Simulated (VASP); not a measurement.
# Au (Fd-3m) in VASP: a series of runs, part 2 of 2

VASP 6.6.1.

### Step 3. Relaxation of cell and atoms, LDA

This run uses another cell than the first one, of 22.89 Å³/atom.

INCAR

```
SYSTEM = Au
PREC = Accurate
ENCUT = 600
EDIFF = 1E-7
ISMEAR = -1
SIGMA = 0.1
LREAL = .False.
LASPH = .True.
NELM = 60
ALGO = Normal
ISIF = 3
LWAVE = .False.
LCHARG = .False.
GGA = CA
IBRION = 2
NSW = 80
EDIFFG = -0.01
```

KPOINTS

```
Automatic mesh
0
Gamma
  10 10 10
  0 0 0
```

POSCAR

```
Au
1.0
    0.0000000000      2.8394269867      2.8394269867
    2.8394269867      0.0000000000      2.8394269867
    2.8394269867      2.8394269867      0.0000000000
Au
2
Direct
    0.1250000000      0.1250000000      0.1250000000
    0.8750000000      0.8750000000      0.8750000000
```

Potentials or basis: VASP PAW LDA potentials, release 64 (Au).

On the command line:

```
cat potpaw_LDA.64/Au/POTCAR > POTCAR
mpirun -np 1 vasp_std > vasp.out
```

It took 2.1 min on 1 thread of AMD EPYC 7R13 (Zen 3), shared host; peak memory 0.15 GiB.

The run converged. Its results:

```
Free energy                           : -6.8890 eV
Relaxed volume                        : 26.43 Å³/atom
Relaxed cell                          : a = 4.212 Å, b = 4.212 Å, c = 4.212 Å, α = 60.00°, β = 60.00°, γ = 60.00°
Space group after relaxing (to 0.1 Å) : Fd-3m (No. 227)
Energy gained by relaxing             : 163.2 meV/atom
Ionic steps                           : 18
Pressure after relaxing               : 0.1 GPa
Band gap on the k mesh                : zero (bands 11 and 12 overlap by 0.65 eV)
```

The path:
| step | energy change (eV) | largest force (eV/Å) | pressure (GPa) | volume (Å³) |
| --- | --- | --- | --- | --- |
| 1 | 0.0000 | 0.0000 | 17.19 | 45.78 |
| 2 | 0.0564 | 0.0000 | -8.79 | 64.06 |
| 3 | -0.3259 | 0.0000 | -0.46 | 53.20 |
| 4 | -0.3263 | 0.0000 | -0.11 | 52.96 |
| 5 | -0.3263 | 0.0000 | 0.11 | 52.81 |
| 6 | -0.3263 | 0.0000 | 0.11 | 52.82 |
| 7 | -0.3263 | 0.0000 | 0.11 | 52.82 |
| 8 | -0.3263 | 0.0000 | 0.11 | 52.82 |
| 9 | -0.3263 | 0.0000 | 0.11 | 52.82 |
| 10 | -0.3263 | 0.0000 | 0.11 | 52.82 |
| 11 | -0.3263 | 0.0000 | 0.11 | 52.82 |
| 12 | -0.3263 | 0.0000 | 0.11 | 52.82 |
| 13 | -0.3263 | 0.0000 | 0.11 | 52.82 |
| 14 | -0.3263 | 0.0000 | 0.10 | 52.82 |
| 15 | -0.3263 | 0.0000 | 0.10 | 52.82 |
| 16 | -0.3263 | 0.0000 | 0.09 | 52.83 |
| 17 | -0.3263 | 0.0000 | 0.08 | 52.84 |
| 18 | -0.3263 | 0.0000 | 0.06 | 52.86 |

Final structure:
```cif
data_structure
_symmetry_space_group_name_H-M 'P 1'
_symmetry_Int_Tables_number 1
_cell_length_a 4.2125
_cell_length_b 4.2125
_cell_length_c 4.2125
_cell_angle_alpha 60.000
_cell_angle_beta 60.000
_cell_angle_gamma 60.000
_cell_volume 52.86
loop_
_atom_site_label
_atom_site_type_symbol
_atom_site_fract_x
_atom_site_fract_y
_atom_site_fract_z
_atom_site_occupancy
Au1 Au 0.12500 0.12500 0.12500 1
Au2 Au 0.87500 0.87500 0.87500 1
```

Levels at points of the mesh, in eV from the Fermi level:
```
           k point  band 9  band 10  band 11  band 12  band 13  band 14
(0.00, 0.00, 0.00)   -2.46    -1.24    -1.24     9.22    10.01    10.12
(0.50, 0.00, 0.00)   -1.43    -1.43    -1.18    -0.32     7.02     7.02
(0.50, 0.50, 0.00)   -1.24    -1.24     0.31     0.31     3.66     3.66
```

Caveat: the volume moved by over 15 % at a fixed basis, so the end points are rough; spin-orbit coupling is left out, which moves the levels of the heavy elements.

### Step 4. Single point, LDA

This run uses another cell than the first one, of 26.37 Å³/atom.

INCAR

```
PREC     = Accurate       # precision mode
ENCUT    = 520            # plane-wave cutoff, eV
EDIFF    = 1E-7           # SCF threshold, eV
ISMEAR   = -1             # smearing method
SIGMA    = 0.1            # smearing width, eV
LREAL    = F              # projectors in reciprocal space
LASPH    = T              # aspherical terms in the spheres
NELM     = 80             # most SCF steps
ALGO     = Normal         # electronic algorithm
ISIF     = 2              # what is computed and relaxed
LWAVE    = F              # write WAVECAR
LCHARG   = F              # write CHGCAR
GGA      = CA             # functional
NBANDS   = 18             # bands
```

KPOINTS

```
Automatic mesh
0
Gamma
  15 15 15
```

POSCAR

```
Au
1.0
    0.0000000000      2.9764863653      2.9764863653
    2.9764863653      0.0000000000      2.9764863653
    2.9764863653      2.9764863653      0.0000000000
Au
2
Direct
    0.1250000000      0.1250000000      0.1250000000
    0.8750000000      0.8750000000      0.8750000000
```

Potentials or basis: VASP PAW LDA potentials, release 64 (Au).

On the command line:

```
cat potpaw_LDA.64/Au/POTCAR > POTCAR
mpirun -np 1 vasp_std > vasp.out
```

OUTCAR:

```text
PREC = Accurate
   ENCUT = 520
   EDIFF = 1E-7
   ISMEAR = -1
   LREAL = F
   LASPH = T
   NELM = 80
   ISIF = 2
   GGA = CA

 ion  position               nearest neighbor table
   1  0.125  0.125  0.125-   2 2.58   2 2.58   2 2.58   2 2.58
   2  0.875  0.875  0.875-   1 2.58   1 2.58   1 2.58   1 2.58

  LATTYP: Found a face centered cubic cell.
 ALAT       =     5.9529727306

  Lattice vectors:

[... 688 lines left out ...]
     18      16.8114      0.00000

 [... further k-points ...]

------------------------ aborting loop because EDIFF is reached ----------------------------------------

  FORCE on cell =-STRESS in cart. coord.  units (eV):
  Direction    XX          YY          ZZ          XY          YZ          ZX
  --------------------------------------------------------------------------------------
  -------------------------------------------------------------------------------------
  Total        0.0631437      0.0631437      0.0631437      0.0000000     -0.0000000     -0.0000000
  in kB        1.9182229      1.9182229      1.9182229      0.0000000     -0.0000000     -0.0000000
  external PRESSURE =       1.9182229 kB  Pullay stress =       0.0000000 kB

 VOLUME and BASIS-vectors are now :
 -----------------------------------------------------------------------------
  energy-cutoff  :      520.00
  volume of cell :       52.74
      direct lattice vectors                 reciprocal lattice vectors
     0.000000000  2.976486365  2.976486365    -0.167983299  0.167983299  0.167983299
     2.976486365  0.000000000  2.976486365     0.167983299 -0.167983299  0.167983299
     2.976486365  2.976486365  0.000000000     0.167983299  0.167983299 -0.167983299

 POSITION                                       TOTAL-FORCE (eV/Angst)
 -----------------------------------------------------------------------------------
      0.74412      0.74412      0.74412         0.000000      0.000000      0.000000
      5.20885      5.20885      5.20885        -0.000000     -0.000000     -0.000000
 -----------------------------------------------------------------------------------
    total drift:                                0.000000      0.000000     -0.000000

  FREE ENERGIE OF THE ION-ELECTRON SYSTEM (eV)
  ---------------------------------------------------
  free  energy   TOTEN  =        -6.8898832258 eV

  energy  without entropy=       -6.8618309822  energy(sigma->0) =       -6.87585710
```

It took 52 s on 1 thread of AMD EPYC 7R13 (Zen 3), shared host; peak memory 0.19 GiB.

What came out:

```yaml
Free_energy: -6.8899 eV
Pressure: 0.2 GPa
Band_gap_on_the_k_mesh: zero (bands 11 and 12 overlap by 0.60 eV)
```

Levels at points of the mesh, in eV from the Fermi level:
```tsv
k point	band 9	band 10	band 11	band 12	band 13	band 14
(0.00, 0.00, 0.00)	-2.46	-1.23	-1.23	9.24	10.02	10.15
```

Caveat: spin-orbit coupling is left out, which moves the levels of the heavy elements.

### Step 5. The runs side by side

| task | cell | k mesh | cutoff (eV) | gap on the mesh (eV) | pressure (GPa) |
| --- | --- | --- | --- | --- | --- |
| single point | a = 4.371 Å, angles 60.0°, 2 atoms | 10 × 10 × 10 | 520 | none | -6.4 |
| relaxation of cell and atoms | relaxed from a = 4.016 Å, angles 60.0°, 2 atoms | 10 × 10 × 10 | 600 | none | 0.1 |
| single point | a = 4.209 Å, angles 60.0°, 2 atoms | 15 × 15 × 15 | 520 | none | 0.2 |

Alike in all rows: level LDA; potentials or basis VASP PAW LDA potentials, release 64 (Au); no spin polarisation; smearing fermi-dirac 0.1 eV.

Caveats: spin-orbit coupling is left out, which moves the levels of the heavy elements; the cell stands under tension (at least some runs); the volume moved by over 15 % at a fixed basis, so the end points are rough (at least some runs).

Total energies depend on the potentials used, so only differences within one code and one set of settings carry meaning.
